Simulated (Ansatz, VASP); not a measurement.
## One calculation of C, two programs

```
C
1.0
     2.57796    0.00000    0.00000
    -1.28898    2.23258    0.00000
     0.00000    0.00000    2.72745
C
3
Direct
  0.12285 0.87715 0.66667
  0.12285 0.24570 0.33333
  0.75430 0.87715 0.00000
```

Alike in both runs: task relaxation of cell and atoms; functional PBE; k mesh 6 × 6 × 6; occupations gaussian, width 0.1 eV; no spin polarisation.

|  | VASP | Ansatz |
| --- | --- | --- |
| version | VASP 6.6.1 | Ansatz 0.2.0 |
| potentials or method | VASP PAW PBE potentials, release 64 (C_h), cutoff 1300 eV | scalar-relativistic, plane waves, PAW |
| valence electrons in the cell | 12 | 12 |

|  | VASP | Ansatz | Ansatz less VASP |
| --- | --- | --- | --- |
| relaxed volume (Å³/atom) | 13.91 | 5.49 | -8.422 |
| relaxed length of the cell vector where the two differ most in proportion (Å) | 3.828 | 2.800 | -1.0278 |

One of these differences is far larger than is usual between the two programs; its cause wasn't traced.

The k mesh is coarse, so the values compare programs but aren't converged. Noted on VASP's run: the volume moved by over 15 % at a fixed basis, so the end points are rough.
